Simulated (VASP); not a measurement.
# Na (Im-3m) in VASP: notebook

Runs on Na. Level: PBE. Tasks: single point, relaxation of cell and atoms.

Program: VASP 6.6.1. These are calculated values, not measurements. Logs are shortened: lines on timing, memory, paths and dates and some standing lists are left out, and cuts for length are marked.

### 1 The cell of the first run

Symmetry: Im-3m, No. 229, cubic system. Conventional cell: a = 4.208 Å, b = 4.208 Å, c = 4.208 Å, α = 90.00°, β = 90.00°, γ = 90.00°. Within 4.8 Å of Na (site symmetry m-3m) lie 14 Na at 3.64 to 4.21 Å.

### 2 Single point, PBE

INCAR reads:

```
SYSTEM = Na
ALGO     = Normal         ! electronic algorithm
EDIFF    = 1E-6           ! SCF threshold, eV
ENCUT    = 520            ! plane-wave cutoff, eV
GGA      = PE             ! functional
ISIF     = 2              ! what is computed and relaxed
ISMEAR   = 0              ! smearing method
LASPH    = .True.         ! aspherical terms in the spheres
LCHARG   = .True.         ! write CHGCAR
LELF     = .True.         ! ELF
LREAL    = .False.        ! projectors in reciprocal space
LVHAR    = .True.       
LWAVE    = .False.        ! write WAVECAR
NBANDS   = 10             ! bands
NELM     = 60             ! most SCF steps
PREC     = Accurate       ! precision mode
SIGMA    = 0.1            ! smearing width, eV
```

KPOINTS reads:

```
k-points
0
Gamma
  6 6 6
  0 0 0
```

POSCAR reads:

```
Na
1.0
   -2.1040268000      2.1040268000      2.1040268000
    2.1040268000     -2.1040268000      2.1040268000
    2.1040268000      2.1040268000     -2.1040268000
Na
1
Direct
    0.0000000000      0.0000000000      0.0000000000
```

Potentials or basis: VASP PAW PBE potentials, release 64 (Na_pv).

Run with:

```sh
> cat potpaw_PBE.64/Na_pv/POTCAR > POTCAR
> mpirun -np 1 vasp_std > vasp.out
```

OUTCAR:

```text
SYSTEM = Na
   EDIFF = 1E-6
   ENCUT = 520
   GGA = PE
   ISIF = 2
   ISMEAR = 0
   LASPH = .True.
   LREAL = .False.
   NELM = 60
   PREC = Accurate

 ion  position               nearest neighbor table
   1  0.000  0.000  0.000-

  LATTYP: Found a body centered cubic cell.
 ALAT       =     4.2080536000

  Lattice vectors:

 A1 = (  -2.1040268000,   2.1040268000,   2.1040268000)
 A2 = (   2.1040268000,  -2.1040268000,   2.1040268000)
 A3 = (   2.1040268000,   2.1040268000,  -2.1040268000)

Analysis of symmetry for initial positions (statically):
=====================================================================
 Subroutine PRICEL returns:
 Original cell was already a primitive cell.

 Routine SETGRP: Setting up the symmetry group for a
 body centered cubic supercell.

 Subroutine GETGRP returns: Found 48 space group operations
 (whereof 48 operations were pure point group operations)
 out of a pool of 48 trial point group operations.

The static configuration has the point symmetry O_h .

Analysis of symmetry for dynamics (positions and initial velocities):
=====================================================================
 Subroutine PRICEL returns:
 Original cell was already a primitive cell.

 Routine SETGRP: Setting up the symmetry group for a
 body centered cubic supercell.

 Subroutine GETGRP returns: Found 48 space group operations
 (whereof 48 operations were pure point group operations)
 out of a pool of 48 trial point group operations.

The dynamic configuration has the point symmetry O_h .

 Subroutine INISYM returns: Found 48 space group operations
 (whereof 48 operations are pure point group operations),
 and found     1 'primitive' translations

----------------------------------------------------------------------------------------

                                     Primitive cell

  volume of cell :      37.2575

  direct lattice vectors                    reciprocal lattice vectors
    -2.104026800  2.104026800  2.104026800     0.000000000  0.237639559  0.237639559
     2.104026800 -2.104026800  2.104026800     0.237639559  0.000000000  0.237639559
     2.104026800  2.104026800 -2.104026800     0.237639559  0.237639559  0.000000000

  length of vectors
     3.644281318  3.644281318  3.644281318     0.336073087  0.336073087  0.336073087

  position of ions in fractional coordinates (direct lattice)
     0.000000000  0.000000000  0.000000000

  ion indices of the primitive-cell ions
   primitive index   ion index
                 1           1

----------------------------------------------------------------------------------------

 KPOINTS: k-points

Automatic generation of k-mesh.
 Grid dimensions read from file:
 generate k-points for:    6    6    6

 Generating k-lattice:

  Cartesian coordinates                     Fractional coordinates (reciprocal lattice)
     0.000000000  0.039606593  0.039606593     0.166666667  0.000000000  0.000000000
     0.039606593  0.000000000  0.039606593     0.000000000  0.166666667  0.000000000
     0.039606593  0.039606593  0.000000000     0.000000000  0.000000000  0.166666667

  Length of vectors
     0.056012181  0.056012181  0.056012181

  Shift w.r.t. Gamma in fractional coordinates (k-lattice)
     0.000000000  0.000000000  0.000000000

 Subroutine IBZKPT returns following result:
 ===========================================

 Found     16 irreducible k-points:

 Following reciprocal coordinates:
            Coordinates               Weight
  0.000000  0.000000  0.000000      1.000000
  0.166667  0.000000  0.000000     12.000000
  0.333333  0.000000  0.000000     12.000000
  0.500000  0.000000  0.000000      6.000000
  0.166667  0.166667  0.000000     24.000000
  0.333333  0.166667 -0.000000     48.000000
[... 8 lines left out ...]
  0.500000  0.500000  0.333333     12.000000
  0.500000  0.500000  0.500000      1.000000
   k-points           NKPTS =     16   k-points in BZ     NKDIM =     16   number of bands    NBANDS=     10
   number of dos      NEDOS =    301   number of ions     NIONS =      1
   total plane-waves  NPLWV =  21952
   dimension x,y,z NGX =    28 NGY =   28 NGZ =   28
   dimension x,y,z NGXF=    56 NGYF=   56 NGZF=   56
   ions per type =               1
   NGX,Y,Z   is equivalent  to a cutoff of  12.77, 12.77, 12.77 a.u.
   NGXF,Y,Z  is equivalent  to a cutoff of  25.55, 25.55, 25.55 a.u.
 SYSTEM =  Na
   PREC   = accura    normal or accurate (medium, high low for compatibility)
   ISTART =      0    job   : 0-new  1-cont  2-samecut
   ICHARG =      2    charge: 1-file 2-atom 10-const
   ISPIN  =      1    spin polarized calculation?
   LNONCOLLINEAR =      F non collinear calculations
   LSORBIT =      F    spin-orbit coupling
   LASPH  =      T    aspherical Exc in radial PAW
   ENCUT  =  520.0 eV  38.22 Ry    6.18 a.u.   6.78  6.78  6.78*2*pi/ulx,y,z
   NELM   =     60;   NELMIN=  2; NELMDL= -5     # of ELM steps
   EDIFF  = 0.1E-05   stopping-criterion for ELM
   LREAL  =      F    real-space projection
   EDIFFG = 0.1E-04   stopping-criterion for IOM
   NSW    =      0    number of steps for IOM
   IBRION =     -1    ionic relax: 0-MD 1-quasi-New 2-CG
   NFREE  =      0    steps in history (QN), initial steepest desc. (CG)
   ISIF   =      2    stress and relaxation
   ISYM   =      2    0-nonsym 1-usesym 2-fastsym
   POTIM  = 0.5000    time-step for ionic-motion
   TEBEG  =    0.0;   TEEND  =   0.0 temperature during run
   PSTRESS=    0.0 pullay stress
   NELECT =       7.0000    total number of electrons
   NUPDOWN=      -1.0000    fix difference up-down
   EMIN   =  10.00;   EMAX   =-10.00  energy-range for DOS
   EFERMI =   0.00;   METHOD = LEGACY
   ISMEAR =     0;   SIGMA  =   0.10  broadening in eV -4-tet -1-fermi 0-gaus
   EFERMI_NEDOS =   21; number of points for ismear=-14 and -15
   IALGO  =     38    algorithm
   IMIX   =      4    mixing-type and parameters
     AMIX     =   0.40;   BMIX     =  1.00
     AMIX_MAG =   1.60;   BMIX_MAG =  1.00
  volume/ion in A,a.u.               =      37.26       251.43
  Fermi-wavevector in a.u.,A,eV,Ry     =   0.937640  1.771883 11.961824  0.879169
  Thomas-Fermi vector in A             =   2.064772
   LORBIT       =      0    0 simple, 1 ext, 2 COOP (PROOUT), +10 PAW based schemes
   GGA     = PE    functional components
   LHFCALC =     F    Hartree Fock is set to
   AEXX    =    0.0000 exact exchange contribution
   IVDW    =     0    specifies the selected vdW correction
   LEPSILON=     F    determine dielectric tensor
   LRPA    =     F    only Hartree local field effects (RPA)
 non-spin polarized calculation
 Gauss-broadening in eV      SIGMA  =   0.10
  energy-cutoff  :      520.00
  volume of cell :       37.26
 maximum number of plane-waves:      1048
   NGX = 13   NGY = 13   NGZ = 13

 number of electron       7.0000007 magnetization

 Free energy of the ion-electron system (eV)
  ---------------------------------------------------
  ext. energy  EPLUGINS =         0.00000000
  ---------------------------------------------------
  free energy    TOTEN  =        -1.28074513 eV

  energy without entropy =       -1.26836176  energy(sigma->0) =       -1.27455344

 E-fermi :   0.3433     XC(G=0):  -6.4896

 val. band max:       -0.1034078607   @ k =   0.1667   0.1667   0.1667
 cond. band min:       0.3544257293   @ k =   0.3333   0.1667  -0.0000
 fundamental gap:      0.4578335900
 Fermi energy:         0.3433021841

 k-point     1 :       0.0000    0.0000    0.0000
  band No.  band energies     occupation
      1     -24.5913      2.00000
      2     -24.5913      2.00000
      3     -24.5913      2.00000
      4      -2.9533      2.00000
      5      12.0141      0.00000
      6      12.0141      0.00000
      7      12.0141      0.00000
      8      13.0119      0.00000
      9      13.0119      0.00000
     10      13.5661      0.00000

 k-point     2 :       0.1667    0.0000    0.0000
  band No.  band energies     occupation
      1     -24.6001      2.00000
      2     -24.5943      2.00000
      3     -24.5913      2.00000
      4      -2.4671      2.00000
      5       8.3480      0.00000
      6      10.3283      0.00000
      7      10.8485      0.00000
      8      11.2097      0.00000
      9      12.0580      0.00000
     10      14.0677      0.00000

 k-point     3 :       0.3333    0.0000    0.0000
  band No.  band energies     occupation
      1     -24.6176      2.00000
      2     -24.6002      2.00000
      3     -24.5913      2.00000
      4      -1.0354      2.00000
      5       4.4536      0.00000
      6       8.9620      0.00000
      7       9.7945      0.00000
      8       9.9609      0.00000
      9      11.0574      0.00000
     10      15.2309      0.00000

 k-point     4 :       0.5000    0.0000    0.0000
  band No.  band energies     occupation
      1     -24.6262      2.00000
      2     -24.6032      2.00000
      3     -24.5912      2.00000
      4       1.0707      0.00000
      5       1.5267      0.00000
      6       8.4999      0.00000
      7       9.4366      0.00000
      8       9.5458      0.00000
      9      10.6294      0.00000
     10      16.4297      0.00000
[... 118 lines left out ...]
 k-point    14 :      -0.3333    0.3333    0.3333
  band No.  band energies     occupation
      1     -24.6143      2.00000
      2     -24.6100      2.00000
      3     -24.6100      2.00000
      4       0.8149      0.00000
      5       5.7660      0.00000
      6       6.0130      0.00000
      7       6.0130      0.00000
      8       7.6943      0.00000
      9      11.9681      0.00000
     10      15.7281      0.00000

 k-point    15 :       0.5000    0.5000    0.3333
  band No.  band energies     occupation
      1     -24.6191      2.00000
      2     -24.6133      2.00000
      3     -24.6103      2.00000
      4       2.8064      0.00000
      5       3.3197      0.00000
      6       5.6023      0.00000
      7       6.1349      0.00000
      8       8.1212      0.00000
      9       9.7692      0.00000
     10      15.8040      0.00000

 k-point    16 :       0.5000    0.5000    0.5000
  band No.  band energies     occupation
      1     -24.6167      2.00000
      2     -24.6167      2.00000
      3     -24.6167      2.00000
      4       4.8255      0.00000
      5       4.8255      0.00000
      6       5.1943      0.00000
      7       5.1943      0.00000
      8       5.1943      0.00000
      9       7.9581      0.00000
     10      19.7030      0.00000

------------------------ aborting loop because EDIFF is reached ----------------------------------------

  FORCE on cell =-STRESS in cart. coord.  units (eV):
  Direction    XX          YY          ZZ          XY          YZ          ZX
  --------------------------------------------------------------------------------------
  -------------------------------------------------------------------------------------
  Total        0.0033198      0.0033198      0.0033198      0.0000000     -0.0000000      0.0000000
  in kB        0.1427626      0.1427626      0.1427626      0.0000000     -0.0000000      0.0000000
  external PRESSURE =       0.1427626 kB  Pullay stress =       0.0000000 kB

 VOLUME and BASIS-vectors are now :
 -----------------------------------------------------------------------------
  energy-cutoff  :      520.00
  volume of cell :       37.26
      direct lattice vectors                 reciprocal lattice vectors
    -2.104026800  2.104026800  2.104026800     0.000000000  0.237639559  0.237639559
     2.104026800 -2.104026800  2.104026800     0.237639559  0.000000000  0.237639559
     2.104026800  2.104026800 -2.104026800     0.237639559  0.237639559  0.000000000

 POSITION                                       TOTAL-FORCE (eV/Angst)
 -----------------------------------------------------------------------------------
      0.00000      0.00000      0.00000         0.000000      0.000000      0.000000
 -----------------------------------------------------------------------------------
    total drift:                               -0.000000     -0.000000     -0.000000

  FREE ENERGIE OF THE ION-ELECTRON SYSTEM (eV)
  ---------------------------------------------------
  free  energy   TOTEN  =        -1.2807451303 eV

  energy  without entropy=       -1.2683617593  energy(sigma->0) =       -1.27455344
```

It took 2.5 s on 1 thread of Intel Xeon 6975P-C (Granite Rapids), shared host; peak memory 0.14 GiB.

Results:

```yaml
Free_energy: -1.2807 eV
Pressure: 0.0 GPa
```

### 3 Single point, PBE

This run uses another cell than the first one, of 36.95 Å³/atom, 0.992 times its volume.

INCAR reads:

```
SYSTEM = Na
ALGO = Normal
EDIFF = 1E-7
ENCUT = 520
GGA = PE
ISIF = 2
ISMEAR = 0
LASPH = .TRUE.
LCHARG = .FALSE.
LREAL = .FALSE.
LWAVE = .FALSE.
NBANDS = 10
NELM = 100
PREC = Accurate
SIGMA = 0.1
```

KPOINTS reads:

```
k-points
0
G
  14 14 14
  0 0 0
```

POSCAR reads:

```
Na
1.0
   -2.0982906995      2.0982906995      2.0982906995
    2.0982906995     -2.0982906995      2.0982906995
    2.0982906995      2.0982906995     -2.0982906995
Na
1
Direct
    0.0000000000      0.0000000000      0.0000000000
```

Potentials or basis: VASP PAW PBE potentials, release 64 (Na_pv).

Run with:

```sh
> cat potpaw_PBE.64/Na_pv/POTCAR > POTCAR
> mpirun -np 1 vasp_std > vasp.out
```

It took 9.5 s on 1 thread of Intel Xeon 6975P-C (Granite Rapids), shared host; peak memory 0.16 GiB.

The run converged. Its results:

| Property | Result |
| --- | --- |
| Free energy | -1.3122 eV |
| Pressure | 0.0 GPa |

Levels at points of the mesh, in eV from the Fermi level:
```
           k point  band 1  band 2  band 3  band 4  band 5  band 6
(0.00, 0.00, 0.00)  -24.88  -24.88  -24.88   -3.26   11.78   11.78
(0.50, 0.00, 0.00)  -24.91  -24.89  -24.88    0.78    1.25    8.24
(0.50, 0.50, 0.50)  -24.90  -24.90  -24.90    4.55    4.55    4.93
```

### 4 Relaxation of cell and atoms, PBE

INCAR reads:

```
ALGO = Normal ; EDIFF = 1E-6
EDIFFG = -0.005 ; ENCUT = 600
GGA = PE ; IBRION = 2
ISIF = 3 ; ISMEAR = 0
LASPH = True ; LCHARG = False
LREAL = False ; LWAVE = False
NELM = 80 ; NSW = 100
PREC = Accurate ; SIGMA = 0.1
```

KPOINTS reads:

```
k-points
0
Gamma
  14 14 14
```

POSCAR reads:

```
Na
1.0
   -2.1040268000      2.1040268000      2.1040268000
    2.1040268000     -2.1040268000      2.1040268000
    2.1040268000      2.1040268000     -2.1040268000
Na
1
Direct
    0.0000000000      0.0000000000      0.0000000000
```

Run with:

```sh
> cat potpaw_PBE.64/Na_pv/POTCAR > POTCAR
> mpirun -np 1 vasp_std > vasp.out
```

It took 16 s on 1 thread of Intel Xeon 6975P-C (Granite Rapids), shared host; peak memory 0.17 GiB.

The run converged. Its results:

```yaml
Free_energy: -1.3121 eV
Relaxed_volume: 37.11 Å³/atom
Relaxed_cell: a = 3.639 Å, b = 3.639 Å, c = 3.639 Å, α = 109.47°, β = 109.47°, γ = 109.47°
Space_group_after_relaxing_to_0.05_Å: Im-3m (No. 229)
Energy_gained_by_relaxing: 0.0 meV/atom
Ionic_steps: 3
Pressure_after_relaxing: 0.0 GPa
```

Final structure:
```xyz
1
Lattice="-2.1012 2.1012 2.1012 2.1012 -2.1012 2.1012 2.1012 2.1012 -2.1012" Properties=species:S:1:pos:R:3 pbc="T T T"
Na    0.0000    0.0000    0.0000
```

Levels at points of the mesh, in eV from the Fermi level:
| k point | band 1 | band 2 | band 3 | band 4 | band 5 | band 6 | band 7 |
| --- | --- | --- | --- | --- | --- | --- | --- |
| (0.00, 0.00, 0.00) | -24.88 | -24.88 | -24.88 | -3.25 | 11.75 | 11.75 | 11.75 |
| (0.50, 0.00, 0.00) | -24.91 | -24.89 | -24.88 | 0.78 | 1.24 | 8.23 | 9.17 |
| (0.50, 0.50, 0.50) | -24.90 | -24.90 | -24.90 | 4.54 | 4.54 | 4.92 | 4.92 |

### 5 Overview

```csv
task,cell,k mesh,cutoff (eV),gap on the mesh (eV),pressure (GPa)
single point,"a = 3.644 Å, angles 109.5°, 1 atom",6 × 6 × 6,520,none,0.0
single point,"a = 3.634 Å, angles 109.5°, 1 atom",14 × 14 × 14,520,none,0.0
relaxation of cell and atoms,"relaxed from a = 3.644 Å, angles 109.5°, 1 atom",14 × 14 × 14,600,none,0.0
```

Alike in all rows: level PBE; potentials or basis VASP PAW PBE potentials, release 64 (Na_pv); no spin polarisation; smearing gaussian 0.1 eV.

Total energies depend on the potentials used, so only differences within one code and one set of settings carry meaning.
